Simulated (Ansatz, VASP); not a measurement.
# One calculation of SrMg, two programs

File INCAR:

```
SYSTEM = SrMg
PREC     = Accurate       ! precision mode
ENCUT    = 520            ! plane-wave cutoff, eV
EDIFF    = 1E-8           ! SCF threshold, eV
ISMEAR   = -1             ! smearing method
SIGMA    = 0.05           ! smearing width, eV
LREAL    = .False.        ! projectors in reciprocal space
LASPH    = .True.         ! aspherical terms in the spheres
NELM     = 80             ! most SCF steps
ALGO     = Normal         ! electronic algorithm
ISIF     = 2              ! what is computed and relaxed
LWAVE    = .False.        ! write WAVECAR
LCHARG   = .False.        ! write CHGCAR
GGA      = CA             ! functional
LEFG     = .True.       
NBANDS   = 13             ! bands
```

File KPOINTS:

```
regular mesh
0
Gamma
  9 9 9
  0 0 0
```

The input POSCAR:

```
SrMg
1.0
    3.9780000000      0.0000000000      0.0000000000
    0.0000000000      3.9780000000      0.0000000000
    0.0000000000      0.0000000000      3.9000000000
Sr Mg
1 1
Direct
    0.5000000000      0.5000000000      0.5000000000
    0.0000000000      0.0000000000      0.0000000000
```

Input for Ansatz:

```yaml
crystal:
  lattice:
    - [3.978, 0.0, 0.0]
    - [0.0, 3.978, 0.0]
    - [0.0, 0.0, 3.9]
  atoms:
    - { symbol: Sr, position: [0.5, 0.5, 0.5] }
    - { symbol: Mg, position: [0.0, 0.0, 0.0] }
kpoints:
  mp_grid: { grid: [9, 9, 9] }
scf:
  occupations: { method: fermi_dirac, width: 0.05 }
hamiltonian:
  xc: lda
  pseudopotentials: { kind: paw }
output:
  forces: true
  stress: true
  eigenvalues: true
  efg: { contact_densities: true }
```

Change from the starting cell: equal xx and yy strain of +2 %, PAW files.

Alike in both runs: task electric field gradients; functional LDA; k mesh 9 × 9 × 9; occupations fermi-dirac, width 0.05 eV; no spin polarisation.

|  | VASP | Ansatz |
| --- | --- | --- |
| version | VASP 6.6.1 | Ansatz 0.2.0 |
| potentials or method | VASP PAW LDA potentials, release 64 (Sr_sv, Mg) | PAW with Ansatz's default frozen-core files, scalar-relativistic |
| plane-wave cutoff (eV) | 520 | 420 |
| valence electrons in the cell | 12 | 20 |

```csv
,VASP,Ansatz,Ansatz less VASP
pressure (GPa),2.0,2.1,+0.16
"traceless stress, the component that is largest in VASP (GPa)",0.24,0.23,-0.004
```

LDA's correlation is that of Perdew and Zunger in VASP and of Perdew and Wang (1992) in Ansatz. VASP's potentials hold 12 valence electrons a cell and Ansatz's 20, so a difference there can come from the potentials and not from the codes.
